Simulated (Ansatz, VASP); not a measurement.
## Two plane-wave programs on AgCl

File INCAR:

```
PREC = Accurate
ENCUT = 520
EDIFF = 1E-8
ISMEAR = -1
SIGMA = 0.01
LREAL = F
LASPH = T
NELM = 100
ALGO = Normal
ISIF = 2
LWAVE = F
LCHARG = F
GGA = PE
LEFG = T
NBANDS = 16
```

KPOINTS

```
regular mesh
0
Gamma
  9 9 9
```

POSCAR

```
AgCl
1.0
    3.4339730000      0.0000000000      0.0000000000
    0.0000000000      3.4339730000      0.0000000000
    0.0000000000      0.0000000000      3.3996332700
Ag Cl
1 1
Direct
    0.0000000000      0.0000000000      0.0000000000
    0.5000000000      0.5000000000      0.5000000000
```

Input for Ansatz:

```yaml
crystal:
  lattice:
    - [3.433973, 0.0, 0.0]
    - [0.0, 3.433973, 0.0]
    - [0.0, 0.0, 3.39963327]
  atoms:
    - { symbol: Ag, position: [0.0, 0.0, 0.0] }
    - { symbol: Cl, position: [0.5, 0.5, 0.5] }
kpoints:
  mp_grid: { grid: [9, 9, 9] }
scf:
  occupations: { method: fermi_dirac, width: 0.01 }
hamiltonian:
  xc: pbe
  pseudopotentials: { kind: paw }
output:
  forces: true
  stress: true
  eigenvalues: true
  efg: { contact_densities: true }
```

Change from the starting cell: zz strain of -1 %, PAW files.

Alike in both runs: task electric field gradients; functional PBE; k mesh 9 × 9 × 9; occupations fermi-dirac, width 0.01 eV; no spin polarisation.

```csv
,VASP,Ansatz
version,VASP 6.6.1,Ansatz 0.2.0
potentials or method,"VASP PAW PBE potentials, release 64 (Ag, Cl)","PAW with Ansatz's default frozen-core files, scalar-relativistic"
plane-wave cutoff (eV),520,420
valence electrons in the cell,18,26
```

```csv
,VASP,Ansatz,Ansatz less VASP
gap on the k mesh at the Fermi level (eV),0.60,0.59,0.000
pressure (GPa),0.2,0.4,+0.13
"traceless stress, the component that is largest in VASP (GPa)",0.33,0.33,-0.001
size of Vzz on the site where it differs most (V/Å²),1.0,1.3,+0.32
```

VASP's potentials hold 18 valence electrons a cell and Ansatz's 26, so a difference there can come from the potentials and not from the codes.
